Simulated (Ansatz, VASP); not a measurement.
## Two plane-wave programs on VMoS4

```
V Mo S
1.0
     0.00000    3.90609    3.90609
     3.90609    0.00000    3.90609
     3.90609    3.90609    0.00000
V Mo S
1 1 4
Cartesian
  1.9530 1.9530 1.9530
  0.0000 0.0000 0.0000
  4.8854 2.9267 2.9267
  2.9267 4.8854 2.9267
  2.9267 2.9267 4.8854
  4.8854 4.8854 4.8854
```

Change from the starting cell: species swapped into the TmInCo4 type (F-43m, No. 216).

Alike in both runs: task relaxation of cell and atoms; functional PBE; k mesh 4 × 4 × 4; occupations gaussian, width 0.1 eV; collinear spin.

|  | VASP | Ansatz |
| --- | --- | --- |
| version | VASP 6.6.1 | Ansatz 0.2.0 |
| potentials or method | VASP PAW PBE potentials, release 64 (V_sv, Mo_sv, S), cutoff 600 eV | scalar-relativistic, plane waves, PAW |
| valence electrons in the cell | 51 | 51 |

```csv
,VASP,Ansatz,Ansatz less VASP
"gap on the k mesh at the Fermi level, each at its own relaxed structure (eV)",none,none,-
net moment per atom (μB),0.00,0.18,+0.181
size of the moment on the site where the two differ most (μB),0.00,2.19,+2.193
relaxed volume (Å³/atom),14.65,15.40,+0.746
relaxed length of the cell vector where the two differ most in proportion (Å),4.991,5.074,+0.0833
```

The net moments are unlike, so the other rows may belong to different states. Site moments also hang on the region over which each program counts them. A gap of «none» marks a metal or a gap that the smearing closes. Ansatz's warnings: seeded moment not kept.

Noted on VASP's run: the volume moved by over 15 % at a fixed basis, so the end points are rough.
